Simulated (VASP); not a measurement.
TaN, 6 atoms in the cell. Symmetry: P-62m, No. 189, hexagonal system. The conventional cell has a = 5.161 Å, b = 5.161 Å, c = 2.891 Å, α = 90.00°, β = 90.00°, γ = 120.00°. Within 3.0 Å of Ta (site symmetry -6) lie 6 N at 2.15 Å and 5 Ta at 2.89 to 2.98 Å. Ta (site symmetry -62m) has 3 N at 2.03 Å within 2.7 Å. N (site symmetry m2m) has 5 Ta at 2.03 to 2.15 Å and 6 N at 2.75 to 2.89 Å within 2.9 Å. 

| Quantity | Value |
| --- | --- |
| Program | VASP 6.6.1 |
| Task | electric field gradients |
| Functional | PBEsol |
| Potentials or basis | VASP PAW PBE potentials, release 64 (Ta_pv, N) |
| Cutoff | 520 eV |
| k mesh | 6 × 6 × 9 |
| Occupations | fermi-dirac, width 0.01 eV |
| Spin | no spin polarisation |
| Dipole correction | no |
| Further INCAR settings | ALGO = Normal; EDIFF = 1e-08; NBANDS = 33 |

Potentials or basis: VASP PAW PBE potentials, release 64 (Ta_pv, N).

Launch:

```console
$ cat potpaw_PBE.64/Ta_pv/POTCAR potpaw_PBE.64/N/POTCAR > POTCAR
$ mpirun -np 1 vasp_std > vasp.out
```

Hardware: 1 thread of Oxide Virtual Turin-like Processor (shared host).

**Question.** Estimate the wall time of this run.

**Answer.** Wall time 86 s on 1 thread of Oxide Virtual Turin-like Processor, on a shared host, peak memory 0.19 GiB. Counts: scf iterations 16, k points 35.
